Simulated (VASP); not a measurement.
# Pd (Fm-3m) in VASP: a series of runs

The runs below take Pd through relaxation of cell and atoms, with PBE.

All numbers are computed with VASP 6.6.1; they aren't measurements. Logs are shortened: lines on timing, memory, paths and dates and some standing lists are left out, and cuts for length are marked.

## Step 1: The cell of the first run

The structure is cubic, space group Fm-3m (No. 225). The conventional cell has a = 3.893 Å, b = 3.893 Å, c = 3.893 Å, α = 90.00°, β = 90.00°, γ = 90.00°. Within 3.6 Å of Pd (site symmetry m-3m) lie 12 Pd at 2.75 Å.

## Step 2: Relaxation of cell and atoms, PBE, target pressure 20 GPa, at which the enthalpy is minimised

INCAR

```
ALGO     = Normal         # electronic algorithm
EDIFF    = 1E-6           # SCF threshold, eV
EDIFFG   = -0.01          # ionic threshold
ENCUT    = 600            # plane-wave cutoff, eV
GGA      = PE             # functional
IBRION   = 2              # ionic algorithm
ISIF     = 3              # what is computed and relaxed
ISMEAR   = -1             # smearing method
LASPH    = True           # aspherical terms in the spheres
LCHARG   = False          # write CHGCAR
LREAL    = False          # projectors in reciprocal space
LWAVE    = False          # write WAVECAR
NELM     = 60             # most SCF steps
NSW      = 60             # ionic steps
PREC     = Accurate       # precision mode
PSTRESS  = 200.0        
SIGMA    = 0.05           # smearing width, eV
```

KPOINTS

```
k-points
0
Gamma
  12 12 12
```

POSCAR

```
Pd
1.0
    0.0000000000      1.9465000000      1.9465000000
    1.9465000000      0.0000000000      1.9465000000
    1.9465000000      1.9465000000      0.0000000000
Pd
1
Direct
    0.0000000000      0.0000000000      0.0000000000
```

Potentials or basis: VASP PAW PBE potentials, release 64 (Pd).

Run with:

```
> cat potpaw_PBE.64/Pd/POTCAR > POTCAR
> mpirun -np 1 vasp_std > vasp.out
```

OUTCAR:

```text
EDIFF = 1E-6
   EDIFFG = -0.01
   ENCUT = 600
   GGA = PE
   IBRION = 2
   ISIF = 3
   ISMEAR = -1
   LASPH = True
   LREAL = False
   NELM = 60
   NSW = 60
   PREC = Accurate
   PSTRESS = 200.0

 ion  position               nearest neighbor table
   1  0.000  0.000  0.000-

  LATTYP: Found a face centered cubic cell.
 ALAT       =     3.8930000000

  Lattice vectors:

 A1 = (   0.0000000000,   1.9465000000,   1.9465000000)
 A2 = (   1.9465000000,   0.0000000000,   1.9465000000)
 A3 = (   1.9465000000,   1.9465000000,   0.0000000000)

Analysis of symmetry for initial positions (statically):
=====================================================================
 Subroutine PRICEL returns:
 Original cell was already a primitive cell.

 Routine SETGRP: Setting up the symmetry group for a
 face centered cubic supercell.

 Subroutine GETGRP returns: Found 48 space group operations
 (whereof 48 operations were pure point group operations)
 out of a pool of 48 trial point group operations.

The static configuration has the point symmetry O_h .

Analysis of symmetry for dynamics (positions and initial velocities):
=====================================================================
 Subroutine PRICEL returns:
 Original cell was already a primitive cell.

 Routine SETGRP: Setting up the symmetry group for a
 face centered cubic supercell.

 Subroutine GETGRP returns: Found 48 space group operations
 (whereof 48 operations were pure point group operations)
 out of a pool of 48 trial point group operations.

The dynamic configuration has the point symmetry O_h .

 Subroutine INISYM returns: Found 48 space group operations
 (whereof 48 operations are pure point group operations),
 and found     1 'primitive' translations

----------------------------------------------------------------------------------------

                                     Primitive cell

  volume of cell :      14.7500

  direct lattice vectors                    reciprocal lattice vectors
     0.000000000  1.946500000  1.946500000    -0.256871307  0.256871307  0.256871307
     1.946500000  0.000000000  1.946500000     0.256871307 -0.256871307  0.256871307
     1.946500000  1.946500000  0.000000000     0.256871307  0.256871307 -0.256871307

  length of vectors
     2.752766699  2.752766699  2.752766699     0.444914156  0.444914156  0.444914156

  position of ions in fractional coordinates (direct lattice)
     0.000000000  0.000000000  0.000000000

  ion indices of the primitive-cell ions
   primitive index   ion index
                 1           1

----------------------------------------------------------------------------------------

 KPOINTS: k-points

Automatic generation of k-mesh.
 Grid dimensions read from file:
 generate k-points for:   12   12   12

 Generating k-lattice:

  Cartesian coordinates                     Fractional coordinates (reciprocal lattice)
    -0.021405942  0.021405942  0.021405942     0.083333333  0.000000000  0.000000000
     0.021405942 -0.021405942  0.021405942     0.000000000  0.083333333  0.000000000
     0.021405942  0.021405942 -0.021405942     0.000000000  0.000000000  0.083333333

  Length of vectors
     0.037076180  0.037076180  0.037076180

  Shift w.r.t. Gamma in fractional coordinates (k-lattice)
     0.000000000  0.000000000  0.000000000

 Subroutine IBZKPT returns following result:
 ===========================================

 Found     72 irreducible k-points:

 Following reciprocal coordinates:
            Coordinates               Weight
  0.000000  0.000000  0.000000      1.000000
  0.083333  0.000000  0.000000      8.000000
  0.166667  0.000000  0.000000      8.000000
  0.250000  0.000000  0.000000      8.000000
  0.333333  0.000000  0.000000      8.000000
  0.416667  0.000000  0.000000      8.000000
[... 16 lines left out ...]
  0.500000  0.166667  0.000000     24.000000
 -0.416667  0.166667  0.000000     24.000000
 [... further k-points ...]
   k-points           NKPTS =     72   k-points in BZ     NKDIM =     72   number of bands    NBANDS=      9
   number of dos      NEDOS =    301   number of ions     NIONS =      1
   total plane-waves  NPLWV =  13824
   dimension x,y,z NGX =    24 NGY =   24 NGZ =   24
   dimension x,y,z NGXF=    48 NGYF=   48 NGZF=   48
   ions per type =               1
   NGX,Y,Z   is equivalent  to a cutoff of  14.49, 14.49, 14.49 a.u.
   NGXF,Y,Z  is equivalent  to a cutoff of  28.99, 28.99, 28.99 a.u.
 SYSTEM =  unknown system
   PREC   = accura    normal or accurate (medium, high low for compatibility)
   ISTART =      0    job   : 0-new  1-cont  2-samecut
   ICHARG =      2    charge: 1-file 2-atom 10-const
   ISPIN  =      1    spin polarized calculation?
   LNONCOLLINEAR =      F non collinear calculations
   LSORBIT =      F    spin-orbit coupling
   LASPH  =      T    aspherical Exc in radial PAW
   ENCUT  =  600.0 eV  44.10 Ry    6.64 a.u.   5.50  5.50  5.50*2*pi/ulx,y,z
   NELM   =     60;   NELMIN=  2; NELMDL= -5     # of ELM steps
   EDIFF  = 0.1E-05   stopping-criterion for ELM
   LREAL  =      F    real-space projection
   EDIFFG = -.1E-01   stopping-criterion for IOM
   NSW    =     60    number of steps for IOM
   IBRION =      2    ionic relax: 0-MD 1-quasi-New 2-CG
   NFREE  =      1    steps in history (QN), initial steepest desc. (CG)
   ISIF   =      3    stress and relaxation
   ISYM   =      2    0-nonsym 1-usesym 2-fastsym
   POTIM  = 0.5000    time-step for ionic-motion
   TEBEG  =    0.0;   TEEND  =   0.0 temperature during run
   PSTRESS=  200.0 pullay stress
   NELECT =      10.0000    total number of electrons
   NUPDOWN=      -1.0000    fix difference up-down
   EMIN   =  10.00;   EMAX   =-10.00  energy-range for DOS
   EFERMI =   0.00;   METHOD = LEGACY
   ISMEAR =    -1;   SIGMA  =   0.05  broadening in eV -4-tet -1-fermi 0-gaus
   EFERMI_NEDOS =   21; number of points for ismear=-14 and -15
   IALGO  =     38    algorithm
   IMIX   =      4    mixing-type and parameters
     AMIX     =   0.40;   BMIX     =  1.00
     AMIX_MAG =   1.60;   BMIX_MAG =  1.00
  volume/ion in A,a.u.               =      14.75        99.54
  Fermi-wavevector in a.u.,A,eV,Ry     =   1.438171  2.717748 28.141404  2.068335
  Thomas-Fermi vector in A             =   2.557167
   LORBIT       =      0    0 simple, 1 ext, 2 COOP (PROOUT), +10 PAW based schemes
   GGA     = PE    functional components
   LHFCALC =     F    Hartree Fock is set to
   AEXX    =    0.0000 exact exchange contribution
   IVDW    =     0    specifies the selected vdW correction
   LEPSILON=     F    determine dielectric tensor
   LRPA    =     F    only Hartree local field effects (RPA)
 conjugate gradient relaxation of ions
 non-spin polarized calculation
  energy-cutoff  :      600.00
  volume of cell :       14.75
 maximum number of plane-waves:       531
 NGX is ok and might be reduce to    24
   NGX = 11   NGY = 11   NGZ = 11

--------------------------------------- Ionic step        1  -------------------------------------------

 number of electron      10.0000000 magnetization

 number of electron       9.9999999 magnetization

 Free energy of the ion-electron system (eV)
  ---------------------------------------------------
  ext. energy  EPLUGINS =         0.00000000
  ---------------------------------------------------
  free energy    TOTEN  =        -5.21977227 eV

  energy without entropy =       -5.20015207  energy(sigma->0) =       -5.20996217

 E-fermi :   9.7502     XC(G=0): -13.1871

 val. band max:        9.7458817785   @ k =  -0.4167   0.4167   0.1667
 cond. band min:       9.7519947367   @ k =  -0.3333   0.4167   0.0833
 fundamental gap:      0.0061129582
 Fermi energy:         9.7502394165

 k-point     1 :       0.0000    0.0000    0.0000
  band No.  band energies     occupation
      1       2.6433      2.00000
      2       6.9324      2.00000
      3       6.9324      2.00000
      4       6.9324      2.00000
      5       8.5429      2.00000
      6       8.5429      2.00000
      7      26.9757      0.00000
      8      31.7545      0.00000
      9      31.7545      0.00000
[... 265 lines left out ...]
 k-point    24 :      -0.4167    0.1667    0.0000
  band No.  band energies     occupation
      1       5.0900      2.00000
      2       6.4586      2.00000
      3       7.4224      2.00000
      4       7.8454      2.00000
      5       9.5182      1.98089
      6      13.3981      0.00000
      7      17.3707      0.00000
      8      25.6192      0.00000
      9      28.6578      0.00000

 [... further k-points ...]

------------------------ aborting loop because EDIFF is reached ----------------------------------------

  FORCE on cell =-STRESS in cart. coord.  units (eV):
  Direction    XX          YY          ZZ          XY          YZ          ZX
  --------------------------------------------------------------------------------------
  -------------------------------------------------------------------------------------
  Total        0.6048536      0.6048536      0.6048536      0.0000000     -0.0000000      0.0000000
  in kB       65.7003396     65.7003396     65.7003396      0.0000000     -0.0000000      0.0000000
  external PRESSURE =    -134.2996604 kB  Pullay stress =     200.0000000 kB
[... 207 lines left out ...]
  enthalpy is  TOTEN    =        -3.4147883020 eV   P V=        1.7423668978

--------------------------------------- Ionic step        7  -------------------------------------------

 number of electron      10.0000001 magnetization

 Free energy of the ion-electron system (eV)
  ---------------------------------------------------
  ext. energy  EPLUGINS =         0.00000000
  ---------------------------------------------------
  free energy    TOTEN  =        -5.15417511 eV

  energy without entropy =       -5.13601713  energy(sigma->0) =       -5.14509612

 E-fermi :  10.7405     XC(G=0): -13.5472

 val. band max:       10.7392319595   @ k =   0.5000   0.0000   0.0000
 cond. band min:      10.7461527473   @ k =   0.5000   0.4167   0.0833
 fundamental gap:      0.0069207878
 Fermi energy:        10.7404808400

 k-point     1 :       0.0000    0.0000    0.0000
  band No.  band energies     occupation
      1       3.1866      2.00000
      2       7.6515      2.00000
      3       7.6515      2.00000
      4       7.6515      2.00000
      5       9.4190      2.00000
      6       9.4190      2.00000
      7      27.9795      0.00000
      8      33.0881      0.00000
      9      33.0881      0.00000
[... 265 lines left out ...]
 k-point    24 :      -0.4167    0.1667    0.0000
  band No.  band energies     occupation
      1       5.6634      2.00000
      2       7.1210      2.00000
      3       8.1806      2.00000
      4       8.6344      2.00000
      5      10.4877      1.98732
      6      14.5109      0.00000
      7      18.8011      0.00000
      8      27.0064      0.00000
      9      30.0493      0.00000

 [... further k-points ...]

------------------------ aborting loop because EDIFF is reached ----------------------------------------

  FORCE on cell =-STRESS in cart. coord.  units (eV):
  Direction    XX          YY          ZZ          XY          YZ          ZX
  --------------------------------------------------------------------------------------
  -------------------------------------------------------------------------------------
  Total        1.7396897      1.7396897      1.7396897     -0.0000000      0.0000000      0.0000000
  in kB      200.0389944    200.0389944    200.0389944     -0.0000000      0.0000000      0.0000000
  external PRESSURE =       0.0389944 kB  Pullay stress =     200.0000000 kB
[... 16 lines left out ...]
  FREE ENERGIE OF THE ION-ELECTRON SYSTEM (eV)
  ---------------------------------------------------
  free  energy   TOTEN  =        -5.1541751090 eV

  energy  without entropy=       -5.1360171276  energy(sigma->0) =       -5.14509612

  enthalpy is  TOTEN    =        -3.4148244874 eV   P V=        1.7393506216

 reached required accuracy - stopping structural energy minimisation
```

Run time: 26 s. Hardware: 1 thread of Intel Xeon 6975P-C, shared host; peak memory 0.16 GiB.

What came out:

| Item | Value |
| --- | --- |
| Free energy | -5.1542 eV |
| Relaxed volume | 13.93 Å³/atom |
| Relaxed cell | a = 2.701 Å, b = 2.701 Å, c = 2.701 Å, α = 60.00°, β = 60.00°, γ = 60.00° |
| Space group after relaxing (to 0.05 Å) | Fm-3m (No. 225) |
| Energy change on relaxing (the enthalpy is what falls) | +65.6 meV/atom |
| Ionic steps | 7 |
| Pressure after relaxing | 20.0 GPa |
| Band gap on the k mesh | zero (band 5 reaches 11.09 eV, above the bottom of band 6 at 9.34 eV) |

The path:
```
step  energy change (eV)  largest force (eV/Å)  pressure (GPa)  volume (Å³)
   1              0.0000                0.0000            6.57        14.75
   2              0.4931                0.0000           67.74        12.26
   3              0.0612                0.0000           19.29        13.97
   4              0.0648                0.0000           19.88        13.94
   5              0.0668                0.0000           20.22        13.92
   6              0.0626                0.0000           19.55        13.96
   7              0.0656                0.0000           20.00        13.93
```

Final structure:
```xyz
1
Lattice="0.0000 1.9099 1.9099 1.9099 0.0000 1.9099 1.9099 1.9099 0.0000" Properties=species:S:1:pos:R:3 pbc="T T T"
Pd    0.0000    0.0000    0.0000
```

Caveat: the cell is relaxed towards a set pressure, so the enthalpy falls and the energy may rise.

## Step 3: Relaxation of cell and atoms, PBE, target pressure 30 GPa, at which the enthalpy is minimised

INCAR

```
SYSTEM = Pd
PREC = Accurate
ENCUT = 600
EDIFF = 1E-6
ISMEAR = -1
SIGMA = 0.05
LREAL = .False.
LASPH = .True.
NELM = 100
ALGO = Normal
ISIF = 3
LWAVE = .False.
LCHARG = .False.
GGA = PE
IBRION = 2
NSW = 60
EDIFFG = -0.01
PSTRESS = 300.0
```

KPOINTS

```
Automatic mesh
0
Gamma
  12 12 12
  0 0 0
```

POSCAR is that of step 2.

Potentials or basis: VASP PAW PBE potentials, release 64 (Pd).

Run with:

```
> cat potpaw_PBE.64/Pd/POTCAR > POTCAR
> mpirun -np 1 vasp_std > vasp.out
```

OUTCAR:

```text
SYSTEM = Pd
   PREC = Accurate
   ENCUT = 600
   EDIFF = 1E-6
   ISMEAR = -1
   LREAL = .False.
   LASPH = .True.
   NELM = 100
   ISIF = 3
   GGA = PE
   IBRION = 2
   NSW = 60
   EDIFFG = -0.01
   PSTRESS = 300.0

 ion  position               nearest neighbor table
   1  0.000  0.000  0.000-

  LATTYP: Found a face centered cubic cell.
 ALAT       =     3.8930000000

  Lattice vectors:

 A1 = (   0.0000000000,   1.9465000000,   1.9465000000)
 A2 = (   1.9465000000,   0.0000000000,   1.9465000000)
 A3 = (   1.9465000000,   1.9465000000,   0.0000000000)

Analysis of symmetry for initial positions (statically):
[... 33 lines left out ...]
                                     Primitive cell

  volume of cell :      14.7500

  direct lattice vectors                    reciprocal lattice vectors
     0.000000000  1.946500000  1.946500000    -0.256871307  0.256871307  0.256871307
     1.946500000  0.000000000  1.946500000     0.256871307 -0.256871307  0.256871307
[... 140 lines left out ...]
 fundamental gap:      0.0061129582
 Fermi energy:         9.7502394165

 k-point     1 :       0.0000    0.0000    0.0000
  band No.  band energies     occupation
      1       2.6433      2.00000
      2       6.9324      2.00000
      3       6.9324      2.00000
      4       6.9324      2.00000
      5       8.5429      2.00000
      6       8.5429      2.00000
      7      26.9757      0.00000
      8      31.7545      0.00000
      9      31.7545      0.00000
[... 423 lines left out ...]
--------------------------------------- Ionic step        5  -------------------------------------------

 number of electron      10.0000000 magnetization

 Free energy of the ion-electron system (eV)
  ---------------------------------------------------
  ext. energy  EPLUGINS =         0.00000000
  ---------------------------------------------------
  free energy    TOTEN  =        -5.08231109 eV

  energy without entropy =       -5.06502963  energy(sigma->0) =       -5.07367036

 E-fermi :  11.3646     XC(G=0): -13.7632

 val. band max:       11.3640386663   @ k =  -0.4167   0.4167   0.1667
 cond. band min:      11.3655995104   @ k =   0.5000   0.0000   0.0000
 fundamental gap:      0.0015608441
 Fermi energy:        11.3646210281

 k-point     1 :       0.0000    0.0000    0.0000
  band No.  band energies     occupation
      1       3.5319      2.00000
      2       8.1010      2.00000
      3       8.1010      2.00000
      4       8.1010      2.00000
      5       9.9689      2.00000
      6       9.9689      2.00000
      7      28.5894      0.00000
      8      33.8968      0.00000
      9      33.8968      0.00000
[... 308 lines left out ...]
  energy  without entropy=       -5.0650296302  energy(sigma->0) =       -5.07367036

  enthalpy is  TOTEN    =        -2.5600354637 eV   P V=        2.5222756300

 reached required accuracy - stopping structural energy minimisation
```

OSZICAR:

```text
N       E                     dE             d eps       ncg     rms          rms(c)
DAV:   1     0.443816355872E+02    0.44382E+02   -0.57471E+03  1304   0.117E+03
[... 38 lines left out ...]
   4 F= -.25599493E+01 E0= -.25512764E+01  d E =-.102051E+00
       N       E                     dE             d eps       ncg     rms          rms(c)
DAV:   1    -0.508309135767E+01    0.58235E-02   -0.16520E-02  1312   0.149E+00    0.200E-01
DAV:   2    -0.508231949029E+01    0.77187E-03   -0.32700E-03  1305   0.548E-01    0.539E-02
DAV:   3    -0.508230732171E+01    0.12169E-04   -0.70265E-05  1697   0.689E-02    0.298E-02
DAV:   4    -0.508231115875E+01   -0.38370E-05   -0.10275E-05  1479   0.290E-02    0.203E-03
DAV:   5    -0.508231109371E+01    0.65034E-07   -0.90567E-08   678   0.302E-03
   5 F= -.25600355E+01 E0= -.25513947E+01  d E =-.102137E+00
```

Run time: 29 s. Hardware: 1 thread of Intel Xeon 6975P-C, shared host; peak memory 0.16 GiB.

What came out:

* Free energy: -5.0823 eV
* Relaxed volume: 13.47 Å³/atom
* Relaxed cell: a = 2.671 Å, b = 2.671 Å, c = 2.671 Å, α = 60.00°, β = 60.00°, γ = 60.00°
* Space group after relaxing (to 0.05 Å): Fm-3m (No. 225)
* Energy change on relaxing (the enthalpy is what falls): +137.5 meV/atom
* Ionic steps: 5
* Pressure after relaxing: 30.0 GPa
* Band gap on the k mesh: zero (band 5 reaches 11.74 eV, above the bottom of band 6 at 9.89 eV)

Step by step:
```
step  energy change (eV)  largest force (eV/Å)  pressure (GPa)  volume (Å³)
   1              0.0000                0.0000            6.57        14.75
   2              1.6366                0.0000          165.19        10.61
   3              0.1175                0.0000           27.46        13.58
   4              0.1309                0.0000           29.17        13.51
   5              0.1375                0.0000           30.04        13.47
```

Final structure:
```cif
data_structure
_symmetry_space_group_name_H-M 'P 1'
_symmetry_Int_Tables_number 1
_cell_length_a 2.6707
_cell_length_b 2.6707
_cell_length_c 2.6707
_cell_angle_alpha 60.000
_cell_angle_beta 60.000
_cell_angle_gamma 60.000
_cell_volume 13.47
loop_
_atom_site_label
_atom_site_type_symbol
_atom_site_fract_x
_atom_site_fract_y
_atom_site_fract_z
_atom_site_occupancy
Pd1 Pd 0.00000 0.00000 0.00000 1
```

Levels at points of the mesh, in eV from the Fermi level:
| k point | band 3 | band 4 | band 5 | band 6 | band 7 | band 8 |
| --- | --- | --- | --- | --- | --- | --- |
| (0.00, 0.00, 0.00) | -3.26 | -3.26 | -1.40 | -1.40 | 17.22 | 22.53 |
| (0.50, 0.00, 0.00) | -3.33 | 0.00 | 0.00 | 0.85 | 8.12 | 16.61 |
| (0.50, 0.50, 0.00) | -0.03 | 0.37 | 0.37 | 3.39 | 11.79 | 13.74 |

Caveat: the cell is relaxed towards a set pressure, so the enthalpy falls and the energy may rise.
